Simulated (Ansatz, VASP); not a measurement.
**Two plane-wave programs on Cu**

```
CELL_PARAMETERS angstrom
2.53410 0.00000 0.00000
-1.26705 2.19459 0.00000
0.00000 0.00000 4.11257
ATOMIC_POSITIONS crystal
Cu 0.33333 0.66667 0.25000
Cu 0.66667 0.33333 0.75000
```

Alike in both runs: task single point; functional r2SCAN; k mesh 3 × 3 × 2; occupations fermi-dirac, width 0.1 eV; no spin polarisation.

|  | VASP | Ansatz |
| --- | --- | --- |
| version | VASP 6.6.1 | Ansatz 0.2.0 |
| potentials or method | VASP PAW PBE potentials, release 64 (Cu), cutoff 520 eV | plane waves, PAW |
| valence electrons in the cell | 22 | 38 |

|  | VASP | Ansatz | Ansatz less VASP |
| --- | --- | --- | --- |
| pressure (GPa) | 0.1 | -0.8 | -0.90 |
| traceless stress, the component that is largest in VASP (GPa) | 0.99 | 1.83 | +0.838 |

VASP's potentials were made for PBE, not for r2SCAN. VASP's potentials hold 22 valence electrons a cell and Ansatz's 38, so a difference there can come from the potentials and not from the codes.

The k mesh is coarse, so the values compare programs but aren't converged.
